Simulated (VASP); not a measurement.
A run of VASP 6.6.1:

Contents of INCAR:

```
PREC = Accurate ; ENCUT = 520
EDIFF = 1E-7 ; ISMEAR = 0
SIGMA = 0.1 ; LREAL = False
LASPH = True ; NELM = 80
ALGO = Fast ; ISIF = 2
LWAVE = False ; LCHARG = False
GGA = PS ; NBANDS = 18
```

The input KPOINTS:

```
regular mesh
0
Gamma
  24 24 12
```

File POSCAR:

```
Ag
1.0
    2.8669917939      0.0000000000      0.0000000000
   -1.4334958970      2.4828877260      0.0000000000
    0.0000000000      0.0000000000      4.6439248887
Ag
2
Direct
    0.3333333333      0.6666666667      0.2500000000
    0.6666666667      0.3333333333      0.7500000000
```

Potentials or basis: VASP PAW PBE potentials, release 64 (Ag).

Launch:

```sh
$ cat potpaw_PBE.64/Ag/POTCAR > POTCAR
$ mpirun -np 1 vasp_std > vasp.out
```

Hardware: 1 thread of AMD EPYC 7571, on a shared host.

Question: How long does it take, and how much memory?

Answer: Wall time 8.3 min on 1 thread of AMD EPYC 7571 (shared host), peak memory 0.29 GiB. Counts: scf iterations 15, k points 427.
